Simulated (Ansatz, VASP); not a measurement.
# SnO2 in VASP and in Ansatz

The input POSCAR:

```
SnO2
1.0
    4.7605144913      0.0000000000      0.0000000000
    0.0000000000      4.7606977633      0.0000000000
    0.0000000000      0.0000000000      3.2000515029
Sn O
2 4
Direct
    0.5000000000      0.5000000000      0.5000000000
    0.0000000000      0.0000000000      0.0000000000
    0.3058348108      0.3059224605      0.0000000000
    0.8058348108      0.1940775395      0.5000000000
    0.1941651892      0.8059224605      0.5000000000
    0.6941651892      0.6940775395      0.0000000000
```

Contents of INCAR.step1:

```
  PREC = Accurate
  ENCUT = 520
  EDIFF = 1E-5
  ISMEAR = 0
  SIGMA = 0.01
  LREAL = F
  LASPH = T
  NELM = 60
  ALGO = Normal
  ISIF = 2
  LWAVE = T
  LCHARG = F
  NBANDS = 35
  GGA = PE
```

Contents of INCAR.step2:

```
  PREC = Accurate
  ENCUT = 520
  EDIFF = 1E-7
  ISMEAR = 0
  SIGMA = 0.01
  LREAL = F
  LASPH = T
  NELM = 60
  ALGO = Normal
  ISIF = 2
  LWAVE = F
  LCHARG = F
  GGA = PE
  LHFCALC = T
  AEXX = 1.0
  ALDAC = 0.0
  AGGAC = 0.0
  PRECFOCK = Fast
  NBANDS = 35
  ISTART = 1
```

File KPOINTS:

```
Automatic mesh
0
Gamma
  2 2 4
```

Input for Ansatz:

```yaml
crystal:
  lattice:
    - [4.7605144913, 0.0, 0.0]
    - [0.0, 4.7606977633, 0.0]
    - [0.0, 0.0, 3.2000515029]
  atoms:
    - { symbol: Sn, position: [0.5, 0.5, 0.5] }
    - { symbol: Sn, position: [0.0, 0.0, 0.0] }
    - { symbol: O, position: [0.3058348108, 0.3059224605, 0.0] }
    - { symbol: O, position: [0.8058348108, 0.1940775395, 0.5] }
    - { symbol: O, position: [0.1941651892, 0.8059224605, 0.5] }
    - { symbol: O, position: [0.6941651892, 0.6940775395, 0.0] }
kpoints:
  mp_grid: { grid: [2, 2, 4] }
hamiltonian:
  xc: hf
scf:
  occupations: { method: fixed }
  n_extra_bands: 5
output:
  forces: true
  stress: true
  eigenvalues: true
```

Alike in both runs: task single point; functional HF; k mesh 2 × 2 × 4; no spin polarisation.

|  | VASP | Ansatz |
| --- | --- | --- |
| version | VASP 6.6.1 | Ansatz 0.2.0 |
| potentials or method | VASP PAW PBE potentials, release 64 (Sn_d, O) | plane waves |
| plane-wave cutoff (eV) | 520 | 420 |
| occupations | gaussian, width 0.01 eV | fixed |
| valence electrons in the cell | 52 | 52 |

|  | VASP | Ansatz | Ansatz less VASP |
| --- | --- | --- | --- |
| gap on the k mesh at the Fermi level (eV) | 12.23 | 12.10 | -0.136 |
| pressure (GPa) | -7.5 | -7.7 | -0.16 |
| traceless stress, the component that is largest in VASP (GPa) | -2.32 | -2.58 | -0.261 |
| rms of the force components (eV/Å) | 0.028 | 0.050 | +0.0218 |

VASP's potentials were made for PBE, not for HF. Atom by atom the forces differ by 0.022 eV/Å (rms over components). Ansatz's warnings: stress exchange threshold loose, stress scf threshold loose.

The k mesh is coarse, so the values compare programs but aren't converged.
